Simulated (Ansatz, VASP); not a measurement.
# Cd4Se3 in VASP and in Ansatz

```
CELL_PARAMETERS angstrom
4.06211 2.34526 3.61642
-4.06211 2.34526 3.61642
0.00000 -4.69052 3.61642
ATOMIC_POSITIONS crystal
Cd 0.72085 0.72085 0.34760
Cd 0.17357 0.17357 0.17357
Cd 0.72085 0.34760 0.72085
Cd 0.34760 0.72085 0.72085
Se 0.99892 0.99892 0.54282
Se 0.99892 0.54282 0.99892
Se 0.54282 0.99892 0.99892
```

Change from the starting cell: the structure that the rattled cell fell into.

Alike in both runs: functional PBE; k mesh 6 × 6 × 6; occupations gaussian, width 0.02 eV; no spin polarisation.

Ansatz relaxed the structure, and its values are those at the end. VASP's run is a single point on that final structure, the one shown.

|  | VASP | Ansatz |
| --- | --- | --- |
| version | VASP 6.6.1 | Ansatz 0.2.0 |
| potentials or method | VASP PAW PBE potentials, release 64 (Cd, Se), cutoff 520 eV | scalar-relativistic, plane waves, PAW |
| valence electrons in the cell | 66 | 128 |

```tsv
	VASP	Ansatz	Ansatz less VASP
gap on the k mesh at the Fermi level (eV)	1.05	1.05	+0.001
least direct gap on the mesh (eV)	1.18	1.18	0.000
pressure (GPa)	0.3	0.0	-0.25
rms of the force components (eV/Å)	0.013	0.001	-0.0117
```

With one functional, cell and mesh, what is left measures potentials, basis and numerics. VASP's potentials hold 66 valence electrons a cell and Ansatz's 128, so a difference there can come from the potentials and not from the codes.
